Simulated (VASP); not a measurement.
Set up this calculation in VASP 6.6.1, as the native input.

```
Task                   : single point
Functional             : r2SCAN
Potentials or basis    : VASP PAW PBE potentials, release 64 (K_sv)
Cutoff                 : 520 eV
k mesh                 : 14 × 14 × 14
Occupations            : fermi-dirac, width 0.1 eV
Spin                   : no spin polarisation
Dipole correction      : no
Further INCAR settings : ALGO = Normal; EDIFF = 1e-06; NBANDS = 10
```

The system is K.

```xyz
1
Lattice="-2.6699 2.6699 2.6699 2.6699 -2.6699 2.6699 2.6699 2.6699 -2.6699" Properties=species:S:1:pos:R:3 pbc="T T T"
K     0.0000    0.0000    0.0000
```

These files were run (other wordings do the same):

POSCAR

```
K
1.0
   -2.6699463634      2.6699463634      2.6699463634
    2.6699463634     -2.6699463634      2.6699463634
    2.6699463634      2.6699463634     -2.6699463634
K
1
Direct
    0.0000000000      0.0000000000      0.0000000000
```

INCAR.step1

```
SYSTEM = K
PREC = Accurate
ENCUT = 520
ISMEAR = -1
SIGMA = 0.1
LREAL = .False.
LASPH = .True.
NELM = 80
NBANDS = 10
GGA = PE
ALGO = Normal
EDIFF = 1E-4
LWAVE = .True.
LCHARG = .False.
```

INCAR.step2

```
SYSTEM = K
PREC = Accurate
ENCUT = 520
EDIFF = 1E-6
ISMEAR = -1
SIGMA = 0.1
LREAL = .False.
LASPH = .True.
NELM = 80
ALGO = Normal
ISIF = 2
LWAVE = .False.
LCHARG = .False.
METAGGA = R2SCAN
LMIXTAU = .True.
NBANDS = 10
ISTART = 1
```

KPOINTS

```
Automatic mesh
0
Gamma
  14 14 14
  0 0 0
```

Potentials or basis: VASP PAW PBE potentials, release 64 (K_sv).

Command:

```console
$ cat potpaw_PBE.64/K_sv/POTCAR > POTCAR
$ cp INCAR.step1 INCAR
$ mpirun -np 1 vasp_std > vasp.out
$ cp INCAR.step2 INCAR
$ mpirun -np 1 vasp_std > vasp.out
```

It gave:

```json
{
 "Pressure": "0.0 GPa"
}
```

Caveat: the PAW data sets were made with another functional, which shifts forces and pressure a little.

Wall time 6.1 min on 1 thread of AMD EPYC 7R13, on a shared host, peak memory 0.23 GiB.
